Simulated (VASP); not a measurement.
GaSb, 2 atoms in the cell. It takes space group I-4m2 (No. 119, tetragonal). The conventional cell has a = 5.403 Å, b = 5.403 Å, c = 3.289 Å, α = 90.00°, β = 90.00°, γ = 90.00°. Within 3.7 Å of Ga (site symmetry -4m2) lie 8 Sb at 2.82 to 3.66 Å and 2 Ga at 3.29 Å. Within 3.7 Å of Sb (site symmetry -4m2) lie 8 Ga at 2.82 to 3.66 Å and 2 Sb at 3.29 Å. 

- Program: VASP 6.6.1
- Task: single point
- Functional: PBE
- Potentials or basis: VASP PAW PBE potentials, release 64 (Ga_d, Sb)
- Cutoff: 520 eV
- k mesh: 16 × 16 × 16
- Occupations: gaussian, width 0.15 eV
- Spin: no spin polarisation
- Dipole correction: no
- Further INCAR settings: ALGO = Normal; EDIFF = 1e-06; NBANDS = 16

Potentials or basis: VASP PAW PBE potentials, release 64 (Ga_d, Sb).

Command:

```bash
$ cat potpaw_PBE.64/Ga_d/POTCAR potpaw_PBE.64/Sb/POTCAR > POTCAR
$ mpirun -np 1 vasp_std > vasp.out
```

Hardware: 1 thread of Intel Xeon 8259CL, with other jobs on the host.

Problem. How long does it take, and how much memory?

Solution. Wall time 4.6 min on 1 thread of Intel Xeon 8259CL, with other jobs on the host, peak memory 0.4 GiB. Counts: scf iterations 10, k points 349.
